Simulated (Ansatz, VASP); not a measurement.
## Two plane-wave programs on Se

```
Se
1.0
     2.81555    0.00000    0.00000
     0.00000    2.81555    0.00000
     0.00000    0.00000    2.81555
Se
1
Cartesian
  0.0000 0.0000 0.0000
```

Alike in both runs: functional r2SCAN; k mesh 20 × 20 × 20; occupations gaussian, width 0.1 eV; no spin polarisation.

Ansatz relaxed the structure, and its values are those at the end. VASP's run is a single point on that final structure, the one shown.

```csv
,VASP,Ansatz
version,VASP 6.6.1,Ansatz 0.2.0
potentials or method,"VASP PAW PBE potentials, release 64 (Se), cutoff 520 eV","scalar-relativistic, plane waves, PAW"
valence electrons in the cell,6,16
```

Ansatz gave:

| Item | Value |
| --- | --- |
| gap on the k mesh at the Fermi level (eV) | none |
| pressure (GPa) | 0.0 |

Task: Estimate VASP's values.

Result: gap on the k mesh at the Fermi level (eV): none; pressure (GPa): -0.1.

VASP's potentials were made for PBE, not for r2SCAN. A gap of «none» marks a metal or a gap that the smearing closes. VASP's potentials hold 6 valence electrons a cell and Ansatz's 16, so a difference there can come from the potentials and not from the codes.
